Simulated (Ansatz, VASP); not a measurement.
**Two plane-wave programs on F**

```xyz
4
Lattice="2.4415 -1.5250 0.2507 2.4415 1.5250 0.2507 -0.7137 0.0000 6.0754" Properties=species:S:1:pos:R:3 pbc="T T T"
F     3.5921   -0.4456    0.9973
F     0.9339   -0.4456    2.5418
F     0.5770    0.4456    5.5795
F     3.2353    0.4456    4.0351
```

Alike in both runs: task single point; functional LDA; k mesh 11 × 11 × 5; occupations fermi-dirac, width 0.05 eV; no spin polarisation.

|  | VASP | Ansatz |
| --- | --- | --- |
| version | VASP 6.6.1 | Ansatz 0.2.0 |
| potentials or method | VASP PAW LDA potentials, release 64 (F), cutoff 520 eV | plane waves (420 eV) with PAW, scalar-relativistic |
| valence electrons in the cell | 28 | 28 |

Ansatz gave:

* gap on the k mesh at the Fermi level (eV): 2.63
* pressure (GPa): 0.0
* traceless stress, the component that is largest in VASP (GPa): 0.00

Question: What did VASP give for the same quantities?

Answer: gap on the k mesh at the Fermi level (eV): 2.55; pressure (GPa): 1.1; traceless stress, the component that is largest in VASP (GPa): 2.51.

Ansatz warns that its potentials were made for another functional, while VASP's fit it. LDA's correlation is that of Perdew and Zunger in VASP and of Perdew and Wang (1992) in Ansatz.
